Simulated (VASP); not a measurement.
HfOs, 2 atoms in the cell. The structure is cubic, space group Pm-3m (No. 221). Conventional cell: a = 3.239 Å, b = 3.239 Å, c = 3.239 Å, α = 90.00°, β = 90.00°, γ = 90.00°. Hf (site symmetry m-3m) has 8 Os at 2.81 Å and 6 Hf at 3.24 Å within 3.7 Å. Os (site symmetry m-3m) has 8 Hf at 2.81 Å and 6 Os at 3.24 Å within 3.7 Å. 

```yaml
Program: VASP 6.6.1
Task: single point
Functional: PBEsol
Potentials_or_basis: VASP PAW PBE potentials, release 64 (Hf_pv, Os)
Cutoff: 600 eV
k_mesh: 9 × 9 × 9
Occupations: gaussian, width 0.1 eV
Spin: no spin polarisation
Dipole_correction: no
Further_INCAR_settings: ALGO = Normal; EDIFF = 1e-06; NBANDS = 16
```

Potentials or basis: VASP PAW PBE potentials, release 64 (Hf_pv, Os).

Launch:

```sh
$ cat potpaw_PBE.64/Hf_pv/POTCAR potpaw_PBE.64/Os/POTCAR > POTCAR
$ mpirun -np 1 vasp_std > vasp.out
```

Hardware: 1 thread of Intel(R) Xeon(R) Platinum 8375C CPU @ 2.90GHz (Ice Lake) (shared host).

Question: Estimate the wall time of this run.

Answer: Run time: 17 s on 1 thread of Intel(R) Xeon(R) Platinum 8375C CPU @ 2.90GHz (Ice Lake), on a shared host, peak memory 0.17 GiB. Counts: scf iterations 12, k points 35.
